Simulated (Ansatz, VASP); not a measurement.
## Two plane-wave programs on Sn3PbO4

```
Sn O Pb
1.0
     3.84200    0.00000    0.00000
     0.00000    7.64714    0.00000
     0.00000    0.00000    4.85849
Sn O Pb
3 4 1
Direct
  0.50000 0.00000 0.76995
  0.00000 0.24906 0.23074
  0.00000 0.75094 0.23074
  0.50000 0.24060 0.00919
  0.00000 0.00000 0.00288
  0.50000 0.75940 0.00919
  0.00000 0.50000 0.01010
  0.50000 0.50000 0.73721
```

Alike in both runs: task single point; functional PBE; k mesh 6 × 4 × 6; occupations fermi-dirac, width 0.02 eV; no spin polarisation.

```csv
,VASP,Ansatz
version,VASP 6.6.1,Ansatz 0.2.0
potentials or method,"VASP PAW PBE potentials, release 64 (Sn_d, O, Pb_d)","plane waves, PAW"
plane-wave cutoff (eV),520,420
valence electrons in the cell,80,80
```

|  | VASP | Ansatz | Ansatz less VASP |
| --- | --- | --- | --- |
| pressure (GPa) | 5.3 | 5.1 | -0.17 |
| rms of the force components (eV/Å) | 0.223 | 0.190 | -0.0323 |

Spin-orbit coupling is off throughout.
